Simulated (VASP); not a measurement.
# AlN: single point with PBEsol

Crystal: AlN.

```
Al N
1.0
     3.11100    0.00000    0.00000
    -1.55550    2.69421    0.00000
     0.00000    0.00000    4.97800
Al N
2 2
Cartesian
  0.0000 1.7961 0.0000
  1.5555 0.8981 2.4890
  -0.3000 2.0961 1.9165
  1.5555 0.8981 4.4055
```

This cell differs from its parent crystal: atom 3 (N) moved by (-0.300, +0.300) A along x and y.

| Property | Result |
| --- | --- |
| Program | VASP 6.6.1 |
| Task | single point |
| Functional | PBEsol |
| Potentials or basis | VASP PAW PBE potentials, release 64 (Al, N) |
| Cutoff | 600 eV |
| k mesh | 12 × 12 × 6 |
| Occupations | gaussian, width 0.05 eV |
| Spin | no spin polarisation |
| Dipole correction | no |
| Further INCAR settings | ALGO = Normal; EDIFF = 1e-06; NBANDS = 16 |

| Property | Result |
| --- | --- |
| Pressure | 9.9 GPa |
| Largest force | 6.712 eV/Å |
| Band gap on the k mesh | 3.36 eV |

Forces on the atoms (eV/Å):
```
Al  -0.466  0.451  0.470
Al  -0.265  5.494  2.279
N    0.802 -6.173 -2.512
N   -0.070  0.228 -0.238
```

Stress tensor (GPa, compression positive):
```
-1.77 12.00  2.04
12.00 28.92  9.10
 2.04  9.10  2.50
```

Levels at points of the mesh, in eV from the valence-band top:
```tsv
k point	band 4	band 5	band 6	band 7	band 8	band 9	band 10	band 11	band 12	band 13
(0.00, 0.00, 0.00)	-2.00	-1.12	-0.80	-0.60	0.00	3.36	5.99	9.43	10.11	11.37
(0.50, 0.00, 0.00)	-4.87	-3.71	-2.51	-2.23	-1.22	5.21	5.56	7.11	8.93	10.03
(0.00, 0.50, 0.00)	-5.25	-3.33	-2.91	-2.33	-1.04	4.98	6.18	7.70	8.50	10.08
(0.50, 0.50, 0.00)	-4.34	-3.96	-2.95	-1.48	-1.16	3.71	5.64	7.13	9.44	10.28
(0.00, 0.00, 0.50)	-3.71	-1.78	-1.10	-1.04	-0.22	5.31	5.80	9.34	9.78	10.74
(0.50, 0.00, 0.50)	-6.17	-2.24	-1.79	-1.73	-1.20	4.21	4.55	8.10	8.60	10.38
(0.00, 0.50, 0.50)	-6.21	-2.13	-1.70	-1.58	-1.20	4.16	4.35	8.19	8.72	10.19
(0.50, 0.50, 0.50)	-5.55	-2.64	-2.40	-2.12	-1.90	5.30	5.45	7.86	8.31	11.54
```

Wall time 110 s on 1 thread of Intel(R) Xeon(R) 6975P-C (Granite Rapids) (shared host), peak memory 0.4 GiB.

Caveat: the cell differs from its parent crystal (atom 3 (N) moved by (-0.300, +0.300) A along x and y); the stress differs along the axes, from -2 to 29 GPa; the PAW data sets were made with another functional, which shifts forces and pressure a little. A k mesh can miss the band edges.
